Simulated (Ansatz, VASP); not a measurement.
## HfC in VASP and in Ansatz

File INCAR:

```
SYSTEM = HfC
ALGO     = Normal         ! electronic algorithm
EDIFF    = 1E-6           ! SCF threshold, eV
ENCUT    = 520            ! plane-wave cutoff, eV
ISIF     = 2              ! what is computed and relaxed
ISMEAR   = -1             ! smearing method
LASPH    = .True.         ! aspherical terms in the spheres
LCHARG   = .False.        ! write CHGCAR
LREAL    = .False.        ! projectors in reciprocal space
LWAVE    = .False.        ! write WAVECAR
NBANDS   = 14             ! bands
NELM     = 100            ! most SCF steps
PREC     = Accurate       ! precision mode
SIGMA    = 0.05           ! smearing width, eV
```

The input KPOINTS:

```
k-points
0
Gamma
  12 12 12
  0 0 0
```

File POSCAR:

```
HfC
1.0
    0.0232500000      2.3366250000      2.3366250000
    2.3366250000      0.0232500000      2.3366250000
    2.3366250000      2.3366250000      0.0232500000
Hf C
1 1
Direct
    0.5000000000      0.5000000000      0.5000000000
    0.0000000000      0.0000000000      0.0000000000
```

Input for Ansatz:

```yaml
crystal:
  lattice:
    - [0.02325, 2.336625, 2.336625]
    - [2.336625, 0.02325, 2.336625]
    - [2.336625, 2.336625, 0.02325]
  atoms:
    - { symbol: Hf, position: [0.5, 0.5, 0.5] }
    - { symbol: C, position: [0.0, 0.0, 0.0] }
kpoints:
  mp_grid: { grid: [12, 12, 12] }
  band_path:
    path:
      - [0.0, 0.0, 0.0]
      - [0.5, 0.5, 0.5]
      - [0.247543133, 0.5, 0.752456867]
      - [-0.247543133, 0.247543133, 0.5]
      - [0.0, 0.0, 0.5]
      - [0.0, 0.0, 0.0]
      - [-0.3737715665, 0.0, 0.3737715665]
      - [0.0, 0.3737715665, 0.6262284335]
      - [0.0, 0.5, 0.5]
    npoints: 5
scf:
  occupations: { method: fermi_dirac, width: 0.05 }
hamiltonian:
  xc: lda
  pseudopotentials: { kind: all_electron, lapw: { basis_error: 0.00025 } }
output:
  forces: true
  stress: true
  eigenvalues: true
```

Change from the starting cell: equal xy, yz and zx shear strains of +1 %.

Alike in both runs: task single point; functional LDA; k mesh 12 × 12 × 12; occupations fermi-dirac, width 0.05 eV; no spin polarisation.

|  | VASP | Ansatz |
| --- | --- | --- |
| version | VASP 6.6.1 | Ansatz 0.2.0 |
| potentials or method | VASP PAW LDA potentials, release 64 (Hf_pv, C), cutoff 520 eV | all-electron LAPW, scalar-relativistic |

Ansatz gave:

```
pressure (GPa)                                                : -11.8
traceless stress, the component that is largest in VASP (GPa) : -1.75
```

Q: Which values does VASP return?

A: Pressure (GPa): -11.6; traceless stress, the component that is largest in VASP (GPa): -1.75.

LDA's correlation is that of Perdew and Zunger in VASP and of Perdew and Wang (1992) in Ansatz. Ansatz ran all-electron here, and VASP with PAW potentials.

Neither program's run includes spin-orbit coupling.
